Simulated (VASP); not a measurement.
A run of VASP 6.6.1:

File INCAR:

```
PREC = Accurate
ENCUT = 520
EDIFF = 1E-6
ISMEAR = 0
SIGMA = 0.1
LREAL = F
LASPH = T
NELM = 100
ALGO = Normal
ISIF = 2
LWAVE = F
LCHARG = T
GGA = PS
IVDW = 12
LELF = T
LVHAR = T
NBANDS = 13
```

KPOINTS

```
Automatic mesh
0
Gamma
  11 11 11
```

The input POSCAR:

```
Sn
1.0
   -1.6742867042      1.6742607455      2.2652511053
    1.6742867042     -1.6742607455      2.2652511053
    1.6742867042      1.6742607455     -2.2652511053
Sn
1
Direct
    0.0000000000      0.0000000000      0.0000000000
```

Potentials or basis: VASP PAW PBE potentials, release 64 (Sn_d).

The run is started by

```console
$ cat potpaw_PBE.64/Sn_d/POTCAR > POTCAR
$ mpirun -np 1 vasp_std > vasp.out
```

Hardware: 1 thread of AMD EPYC 9R45 (Zen 5), with other jobs on the host.

Problem. How long does it take, and how much memory?

Solution. Wall time 24 s on 1 thread of AMD EPYC 9R45 (Zen 5) (shared host), peak memory 0.16 GiB. Counts: scf iterations 10, k points 216.
